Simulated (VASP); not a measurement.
A run of VASP 6.6.1:

The input INCAR:

```
PREC     = Accurate       # precision mode
ENCUT    = 520            # plane-wave cutoff, eV
EDIFF    = 1E-7           # SCF threshold, eV
ISMEAR   = -1             # smearing method
SIGMA    = 0.08           # smearing width, eV
LREAL    = F              # projectors in reciprocal space
LASPH    = T              # aspherical terms in the spheres
NELM     = 80             # most SCF steps
ALGO     = Normal         # electronic algorithm
ISIF     = 2              # what is computed and relaxed
LWAVE    = F              # write WAVECAR
LCHARG   = F              # write CHGCAR
NBANDS   = 11             # bands
```

KPOINTS

```
Automatic mesh
0
Gamma
  17 17 17
```

File POSCAR:

```
Ca
1.0
    0.0000000000      1.9850116500      1.9850116500
    1.9850116500      0.0000000000      1.9850116500
    1.9850116500      1.9850116500      0.0000000000
Ca
1
Direct
    0.0000000000      0.0000000000      0.0000000000
```

Potentials or basis: VASP PAW LDA potentials, release 64 (Ca_sv).

Command:

```console
$ cat potpaw_LDA.64/Ca_sv/POTCAR > POTCAR
$ mpirun -np 1 vasp_std > vasp.out
```

Hardware: 1 thread of Intel Xeon 8259CL (shared host).

How long does it take, and how much memory?

It took 24 s on 1 thread of Intel Xeon 8259CL, on a shared host, peak memory 0.15 GiB. Counts: scf iterations 12, k points 165.
